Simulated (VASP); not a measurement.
Runs of VASP 6.6.1 on Hf2C. The structure is that of space group R-3m (No. 166), or close to it. The cells are those of the table. 

```tsv
task	cell	k mesh	cutoff (eV)	gap on the mesh (eV)	pressure (GPa)	largest force (eV/Å)
single point	a = 3.935 Å, angles 63.7°, 3 atoms	12 × 12 × 12	520	none	-0.7	0.01
single point	a = 3.924 Å, angles 64.2°, 3 atoms	6 × 6 × 6	520	none	(a)	0.01
single point	a = 3.976 Å, angles 68.5°, 3 atoms	6 × 6 × 6	520	none	33.4	9.00
relaxation of cell and atoms	relaxed from a = 3.976 Å, angles 68.5°, 3 atoms	6 × 6 × 6	600	none	0.1	0.01
```

Alike in all rows: level PBE; potentials or basis VASP PAW PBE potentials, release 64 (Hf_pv, C); no spin polarisation; smearing gaussian 0.1 eV.

Fill in the values left out.

(a) -0.8.

Caveats: spin-orbit coupling is left out, which moves the levels of the heavy elements; forces of over 1 eV/Å act on the atoms, so gaps and moduli don't describe the material at rest (some runs).

A k mesh can miss the band edges, and the runs leave out spin-orbit coupling on Hf.

A gap of «none» marks levels without a gap at the run's occupations.
